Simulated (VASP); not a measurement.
Wanted: the native input for a VASP 6.6.1 run.

* Task: single point
* Functional: LDA
* Potentials or basis: VASP PAW LDA potentials, release 64 (Cd, Te)
* Cutoff: 520 eV
* k mesh: 13 × 13 × 13
* Occupations: fermi-dirac, width 0.05 eV
* Spin: no spin polarisation
* Dipole correction: no
* Further INCAR settings: ALGO = Normal; EDIFF = 1e-07; NBANDS = 16

The structure of CdTe (rocksalt type) lies in POSCAR:

```
CdTe
1.0
    0.0000000000      2.9655789238      2.9655789238
    2.9655789238      0.0000000000      2.9655789238
    2.9655789238      2.9655789238      0.0000000000
Cd Te
1 1
Direct
    0.0000000000      0.0000000000      0.0000000000
    0.5000000000      0.5000000000      0.5000000000
```

The input as run:

INCAR

```
PREC = Accurate ; ENCUT = 520
EDIFF = 1E-7 ; ISMEAR = -1
SIGMA = 0.05 ; LREAL = False
LASPH = True ; NELM = 80
ALGO = Normal ; ISIF = 2
LWAVE = False ; LCHARG = False
NBANDS = 16
```

KPOINTS

```
Automatic mesh
0
Gamma
  13 13 13
```

Potentials or basis: VASP PAW LDA potentials, release 64 (Cd, Te).

Run with:

```console
$ cat potpaw_LDA.64/Cd/POTCAR potpaw_LDA.64/Te/POTCAR > POTCAR
$ mpirun -np 1 vasp_std > vasp.out
```

It gave:

```yaml
Pressure: 0.4 GPa
Band_gap_on_the_k_mesh: zero (band 9 reaches 4.80 eV, above the bottom of band 10 at 3.29 eV)
```

Caveat: spin-orbit coupling is left out, which moves the levels of the heavy elements.

Wall time 36 s on 1 thread of Intel Xeon 6975P-C (shared host), peak memory 0.21 GiB.
